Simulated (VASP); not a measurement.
# TiC (Fm-3m) in VASP: a series of runs, part 2 of 2

VASP 6.6.1.

## Step 3: Relaxation of cell and atoms, PBE

INCAR reads:

```
  ALGO = Normal
  EDIFF = 1E-6
  EDIFFG = -0.01
  ENCUT = 600
  GGA = PE
  IBRION = 2
  ISIF = 3
  ISMEAR = 0
  LASPH = True
  LCHARG = False
  LREAL = False
  LWAVE = False
  NELM = 80
  NSW = 100
  PREC = Accurate
  SIGMA = 0.1
```

KPOINTS reads:

```
k-points
0
Gamma
  22 22 22
```

POSCAR reads:

```
TiC
1.0
    0.0000000000      2.1660045940      2.1660045940
    2.1660045940      0.0000000000      2.1660045940
    2.1660045940      2.1660045940      0.0000000000
Ti C
1 1
Direct
    0.5000000000      0.5000000000      0.5000000000
    0.0000000000      0.0000000000      0.0000000000
```

Potentials or basis: VASP PAW PBE potentials, release 64 (Ti_sv, C).

Launch:

```console
> cat potpaw_PBE.64/Ti_sv/POTCAR potpaw_PBE.64/C/POTCAR > POTCAR
> mpirun -np 1 vasp_std > vasp.out
```

OUTCAR:

```text
EDIFF = 1E-6
   EDIFFG = -0.01
   ENCUT = 600
   GGA = PE
   IBRION = 2
   ISIF = 3
   ISMEAR = 0
   LASPH = True
   LREAL = False
   NELM = 80
   NSW = 100
   PREC = Accurate

 ion  position               nearest neighbor table
   1  0.500  0.500  0.500-   2 2.17   2 2.17   2 2.17   2 2.17   2 2.17   2 2.17
   2  0.000  0.000  0.000-   1 2.17   1 2.17   1 2.17   1 2.17   1 2.17   1 2.17

  LATTYP: Found a face centered cubic cell.
 ALAT       =     4.3320091880

  Lattice vectors:

 A1 = (   0.0000000000,   2.1660045940,   2.1660045940)
 A2 = (   2.1660045940,   0.0000000000,   2.1660045940)
 A3 = (   2.1660045940,   2.1660045940,   0.0000000000)

Analysis of symmetry for initial positions (statically):
=====================================================================
 Subroutine PRICEL returns:
 Original cell was already a primitive cell.

 Routine SETGRP: Setting up the symmetry group for a
 face centered cubic supercell.

 Subroutine GETGRP returns: Found 48 space group operations
 (whereof 48 operations were pure point group operations)
 out of a pool of 48 trial point group operations.

The static configuration has the point symmetry O_h .

Analysis of symmetry for dynamics (positions and initial velocities):
=====================================================================
 Subroutine PRICEL returns:
 Original cell was already a primitive cell.

 Routine SETGRP: Setting up the symmetry group for a
 face centered cubic supercell.

 Subroutine GETGRP returns: Found 48 space group operations
 (whereof 48 operations were pure point group operations)
 out of a pool of 48 trial point group operations.

The dynamic configuration has the point symmetry O_h .

 Subroutine INISYM returns: Found 48 space group operations
 (whereof 48 operations are pure point group operations),
 and found     1 'primitive' translations

[... 125 lines left out ...]
 conjugate gradient relaxation of ions
 non-spin polarized calculation
 Gauss-broadening in eV      SIGMA  =   0.10
  energy-cutoff  :      600.00
  volume of cell :       20.32
 maximum number of plane-waves:       700
   NGX = 13   NGY = 13   NGZ = 13

--------------------------------------- Ionic step        1  -------------------------------------------

 number of electron      16.0000000 magnetization

 Free energy of the ion-electron system (eV)
  ---------------------------------------------------
  ext. energy  EPLUGINS =         0.00000000
  ---------------------------------------------------
  free energy    TOTEN  =       -18.71072110 eV

  energy without entropy =      -18.70936288  energy(sigma->0) =      -18.71004199

------------------------ aborting loop because EDIFF is reached ----------------------------------------

  FORCE on cell =-STRESS in cart. coord.  units (eV):
  Direction    XX          YY          ZZ          XY          YZ          ZX
  --------------------------------------------------------------------------------------
  -------------------------------------------------------------------------------------
  Total        0.0320822      0.0320822      0.0320822      0.0000000      0.0000000     -0.0000000
  in kB        2.5291031      2.5291031      2.5291031      0.0000000      0.0000000     -0.0000000
  external PRESSURE =       2.5291031 kB  Pullay stress =       0.0000000 kB
[... 59 lines left out ...]
--------------------------------------- Ionic step        3  -------------------------------------------

 number of electron      16.0000000 magnetization

 Free energy of the ion-electron system (eV)
  ---------------------------------------------------
  ext. energy  EPLUGINS =         0.00000000
  ---------------------------------------------------
  free energy    TOTEN  =       -18.71073886 eV

  energy without entropy =      -18.70937848  energy(sigma->0) =      -18.71005867

 E-fermi :   9.3900     XC(G=0): -12.6904

 val. band max:        9.3739848229   @ k =   0.4545   0.4091   0.0000
 cond. band min:       9.3991511189   @ k =   0.3636   0.3182   0.0455
 fundamental gap:      0.0251662961
 Fermi energy:         9.3899735465

 k-point     1 :       0.0000    0.0000    0.0000
  band No.  band energies     occupation
      1     -47.1977      2.00000
      2     -23.2231      2.00000
      3     -23.2231      2.00000
      4     -23.2231      2.00000
      5      -2.9937      2.00000
      6      10.0884      0.00000
      7      10.0884      0.00000
      8      10.0884      0.00000
      9      11.0713      0.00000
     10      11.0713      0.00000
     11      11.0713      0.00000
     12      11.1050      0.00000
[... 331 lines left out ...]
 k-point    24 :      -0.4545    0.0455    0.0000
  band No.  band energies     occupation
      1     -47.1254      2.00000
      2     -23.7083      2.00000
      3     -23.2787      2.00000
      4     -23.2709      2.00000
      5       0.3948      2.00000
      6       3.6904      2.00000
      7       6.5307      2.00000
      8       6.5361      2.00000
      9      12.2448      0.00000
     10      12.2847      0.00000
     11      13.4243      0.00000
     12      17.1636      0.00000

 [... further k-points ...]
[... 5 lines left out ...]
  --------------------------------------------------------------------------------------
  -------------------------------------------------------------------------------------
  Total       -0.0016467     -0.0016467     -0.0016467      0.0000000     -0.0000000      0.0000000
  in kB       -0.1296824     -0.1296824     -0.1296824      0.0000000     -0.0000000      0.0000000
  external PRESSURE =      -0.1296824 kB  Pullay stress =       0.0000000 kB
[... 17 lines left out ...]
  FREE ENERGIE OF THE ION-ELECTRON SYSTEM (eV)
  ---------------------------------------------------
  free  energy   TOTEN  =       -18.7107388568 eV

  energy  without entropy=      -18.7093784802  energy(sigma->0) =      -18.71005867

 reached required accuracy - stopping structural energy minimisation
```

OSZICAR:

```text
N       E                     dE             d eps       ncg     rms          rms(c)
DAV:   1     0.129026529618E+03    0.12903E+03   -0.96825E+03  7872   0.181E+03
DAV:   2    -0.103425399172E+02   -0.13937E+03   -0.13248E+03  8120   0.403E+02
[... 24 lines left out ...]
DAV:   1    -0.187110392636E+02   -0.32623E-03   -0.68057E-03  8012   0.134E+00    0.171E-01
DAV:   2    -0.187107922963E+02    0.24697E-03   -0.15151E-03  8896   0.605E-01    0.533E-02
DAV:   3    -0.187107308560E+02    0.61440E-04   -0.24067E-04  9032   0.175E-01    0.211E-02
DAV:   4    -0.187107306260E+02    0.22993E-06   -0.74450E-05  8360   0.909E-02    0.109E-02
DAV:   5    -0.187107366830E+02   -0.60570E-05   -0.75760E-06  9368   0.285E-02    0.334E-03
DAV:   6    -0.187107383418E+02   -0.16588E-05   -0.35325E-06  7920   0.102E-02    0.329E-03
DAV:   7    -0.187107388568E+02   -0.51499E-06   -0.38056E-07  4188   0.688E-03
   3 F= -.18710739E+02 E0= -.18710059E+02  d E =-.177583E-04
```

Wall time 94 s (1 thread of Intel Xeon 6975P-C, shared host); peak memory 0.24 GiB.

Results:

* Free energy: -18.7107 eV
* Relaxed volume: 10.17 Å³/atom
* Relaxed cell: a = 3.064 Å, b = 3.064 Å, c = 3.064 Å, α = 60.00°, β = 60.00°, γ = 60.00°
* Space group after relaxing (to 0.05 Å): Fm-3m (No. 225)
* Energy gained by relaxing: 0.0 meV/atom
* Ionic steps: 3
* Pressure after relaxing: 0.0 GPa
* Band gap on the k mesh: zero (band 8 reaches 10.09 eV, above the bottom of band 9 at 8.99 eV)

Final structure:
```
CELL_PARAMETERS angstrom
0.00000 2.16674 2.16674
2.16674 0.00000 2.16674
2.16674 2.16674 0.00000
ATOMIC_POSITIONS crystal
Ti 0.50000 0.50000 0.50000
C 0.00000 0.00000 0.00000
```

Levels at points of the mesh, in eV from the Fermi level:
```
           k point  band 6  band 7  band 8  band 9  band 10  band 11
(0.00, 0.00, 0.00)    0.70    0.70    0.70    1.68     1.68     1.68
(0.50, 0.00, 0.00)   -5.82   -2.88   -2.88    2.91     2.91     4.09
(0.50, 0.50, 0.00)   -3.42   -1.61   -0.03   -0.03     2.71     3.51
```
